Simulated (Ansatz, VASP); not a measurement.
**Ru in VASP and in Ansatz**

```xyz
1
Lattice="0.0000 1.9877 1.7033 1.9877 0.0000 1.7033 1.9877 1.9877 0.0000" Properties=species:S:1:pos:R:3 pbc="T T T"
Ru    0.0000    0.0000    0.0000
```

Alike in both runs: task single point; functional PBE; k mesh 22 × 22 × 22; occupations gaussian, width 0.15 eV; no spin polarisation.

|  | VASP | Ansatz |
| --- | --- | --- |
| version | VASP 6.6.1 | Ansatz 0.2.0 |
| potentials or method | VASP PAW PBE potentials, release 64 (Ru_pv), cutoff 520 eV | scalar-relativistic, plane waves, PAW |
| valence electrons in the cell | 14 | 16 |

|  | VASP | Ansatz | Ansatz less VASP |
| --- | --- | --- | --- |
| gap on the k mesh at the Fermi level (eV) | none | none | - |
| pressure (GPa) | 12.1 | 12.2 | +0.03 |
| traceless stress, the component that is largest in VASP (GPa) | 26.60 | 26.64 | +0.042 |

A gap of «none» marks a metal or a gap that the smearing closes. VASP's potentials hold 14 valence electrons a cell and Ansatz's 16, so a difference there can come from the potentials and not from the codes.
